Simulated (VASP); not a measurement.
The system is Te.

```
Te
1.0
     3.44206    0.00000    0.00000
    -1.72103    2.98092    0.00000
     0.00000    0.00000    5.62089
Te
2
Direct
  0.33333 0.66667 0.25000
  0.66667 0.33333 0.75000
```

This isn't the form of Te at room conditions, which is trigonal, of chains.

```yaml
Program: VASP 6.6.1
Task: relaxation of cell and atoms
Functional: PBE
Potentials_or_basis: VASP PAW PBE potentials, release 64 (Te)
Cutoff: 600 eV
k_mesh: 11 × 11 × 6
Occupations: fermi-dirac, width 0.1 eV
Spin: no spin polarisation
```

At the start: pressure -0.9 GPa; volume 28.84 Å³/atom.

Question: Where does the relaxation end?

Answer: Over 18 steps the energy falls by 228.9 meV/atom and the volume is 31.41 Å³/atom (+8.9 %); space group P6_3/mmc (No. 194, to 0.1 Å) before and after.

The path:
| step | energy change (eV) | largest force (eV/Å) | pressure (GPa) | volume (Å³) |
| --- | --- | --- | --- | --- |
| 1 | 0.0000 | 0.0000 | -0.86 | 57.67 |
| 2 | -0.0214 | 0.0000 | 0.25 | 56.38 |
| 3 | -0.0498 | 0.0000 | 5.34 | 52.50 |
| 4 | -0.0519 | 0.0000 | 5.48 | 52.42 |
| 5 | -0.0573 | 0.0000 | 5.94 | 52.19 |
| 6 | -0.0627 | 0.0000 | 6.97 | 51.71 |
| 7 | -0.0726 | 0.0000 | 6.75 | 51.87 |
| 8 | -0.1014 | 0.0000 | 6.16 | 52.33 |
| 9 | -0.1550 | 0.0000 | 5.05 | 53.26 |
| 10 | -0.2484 | 0.0000 | 3.14 | 55.12 |
| 11 | -0.3710 | 0.0000 | 0.50 | 58.82 |
| 12 | -0.4330 | 0.0000 | -2.25 | 66.11 |
| 13 | -0.4375 | 0.0000 | -1.66 | 64.04 |
| 14 | -0.4523 | 0.0000 | -1.00 | 63.79 |
| 15 | -0.4567 | 0.0000 | -0.47 | 63.58 |
| 16 | -0.4568 | 0.0000 | -0.36 | 63.54 |
| 17 | -0.4574 | 0.0000 | -0.21 | 63.25 |
| 18 | -0.4577 | 0.0000 | 0.01 | 62.82 |

Final structure:
```cif
data_structure
_symmetry_space_group_name_H-M 'P 1'
_symmetry_Int_Tables_number 1
_cell_length_a 4.0542
_cell_length_b 4.0542
_cell_length_c 4.4133
_cell_angle_alpha 90.000
_cell_angle_beta 90.000
_cell_angle_gamma 120.000
_cell_volume 62.82
loop_
_atom_site_label
_atom_site_type_symbol
_atom_site_fract_x
_atom_site_fract_y
_atom_site_fract_z
_atom_site_occupancy
Te1 Te 0.33333 0.66667 0.25000 1
Te2 Te 0.66667 0.33333 0.75000 1
```

Caveat: a cell axis changed by over 15 % at a fixed basis, so the end point is rough.
